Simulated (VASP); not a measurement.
Sc2F3: relaxation of cell and atoms with PBE

Sc2F3:

```
CELL_PARAMETERS angstrom
3.39285 0.00000 0.00000
-1.69642 2.93829 0.00000
0.00000 0.00000 11.63732
ATOMIC_POSITIONS crystal
Sc 0.00000 0.00000 0.00000
Sc 0.00000 0.00000 0.50000
Sc 0.33333 0.66667 0.25000
Sc 0.66667 0.33333 0.75000
F 0.33333 0.66667 0.07849
F 0.66667 0.33333 0.57849
F 0.66667 0.33333 0.92151
F 0.33333 0.66667 0.42151
F 0.00000 0.00000 0.25000
F 0.00000 0.00000 0.75000
```

The cell was built from a structure type or drawn by symmetry, and may not be a known phase.

* Program: VASP 6.6.1
* Task: relaxation of cell and atoms
* Functional: PBE
* Potentials or basis: VASP PAW PBE potentials, release 64 (Sc_sv, F)
* Cutoff: 600 eV
* k mesh: 5 × 5 × 2
* Occupations: gaussian, width 0.2 eV
* Spin: no spin polarisation
* Dipole correction: no
* Further INCAR settings: ALGO = Normal; EDIFF = 1e-07; IBRION = 2; EDIFFG = -0.08; NSW = 36; ISIF = 3

The relaxed volume is 14.37 Å³/atom, the relaxed cell is a = 3.761 Å, b = 3.761 Å, c = 11.730 Å, α = 90.00°, β = 90.00°, γ = 120.00° and the space group after relaxing (to 0.1 Å) is P6_3/mmc (No. 194). The energy gained by relaxing is 341.2 meV/atom and the ionic steps are 8. The pressure after relaxing is -0.3 GPa. The largest force after relaxing is 0.058 eV/Å and the band gap on the k mesh is zero (bands 43 and 44 overlap by 0.61 eV).

Forces on the atoms (eV/Å):
```
Sc   0.000  0.000  0.000
Sc   0.000  0.000  0.000
Sc   0.000  0.000  0.000
Sc   0.000  0.000  0.000
F    0.000  0.000 -0.058
F    0.000  0.000 -0.058
F    0.000  0.000  0.058
F    0.000  0.000  0.058
F    0.000  0.000  0.000
F    0.000  0.000  0.000
```

Stress tensor (GPa, compression positive):
```
-0.48  0.00  0.00
 0.00 -0.48  0.00
 0.00  0.00  0.04
```

Step by step:
```
step  energy change (eV)  largest force (eV/Å)  pressure (GPa)  volume (Å³)
   1              0.0000                1.4677           35.01       116.01
   2             -2.6615                0.4697           -7.88       163.93
   3             -3.0506                0.7032           -0.47       147.84
   4             -3.0513                0.6917           -0.87       148.53
   5             -3.1597                0.6212           -0.83       147.70
   6             -3.3801                0.2677           -0.59       145.15
   7             -3.1696                0.7144            0.88       139.73
   8             -3.4124                0.0576           -0.30       143.71
```

Final structure:
```yaml
crystal:
  lattice:
    - [3.76130, 0.00000, 0.00000]
    - [-1.88065, 3.25738, 0.00000]
    - [0.00000, 0.00000, 11.72964]
  atoms:
    - { symbol: Sc, position: [0.00000, 0.00000, 0.00000] }
    - { symbol: Sc, position: [0.00000, 0.00000, 0.50000] }
    - { symbol: Sc, position: [0.33333, 0.66667, 0.25000] }
    - { symbol: Sc, position: [0.66667, 0.33333, 0.75000] }
    - { symbol: F, position: [0.33333, 0.66667, 0.05986] }
    - { symbol: F, position: [0.66667, 0.33333, 0.55986] }
    - { symbol: F, position: [0.66667, 0.33333, 0.94014] }
    - { symbol: F, position: [0.33333, 0.66667, 0.44014] }
    - { symbol: F, position: [0.00000, 0.00000, 0.25000] }
    - { symbol: F, position: [0.00000, 0.00000, 0.75000] }
```

Levels at points of the mesh, in eV from the Fermi level:
| k point | band 40 | band 41 | band 42 | band 43 | band 44 | band 45 |
| --- | --- | --- | --- | --- | --- | --- |
| (0.00, 0.00, 0.00) | -7.58 | -1.84 | -0.80 | 0.28 | 0.32 | 0.32 |
| (0.00, 0.00, 0.50) | -7.78 | -1.42 | -1.42 | 0.38 | 0.38 | 0.38 |

It took 20 min on 1 thread of Intel Xeon 8259CL, on a shared host, peak memory 0.3 GiB.

Caveat: the k points lie up to 0.39 Å⁻¹ apart in the final cell, too coarse for converged energies and pressures of a metal; the volume moved by over 15 % at a fixed basis, so the end points are rough; the relaxation stopped at a loose force limit of 0.08 eV/Å, so its end isn't a converged minimum.
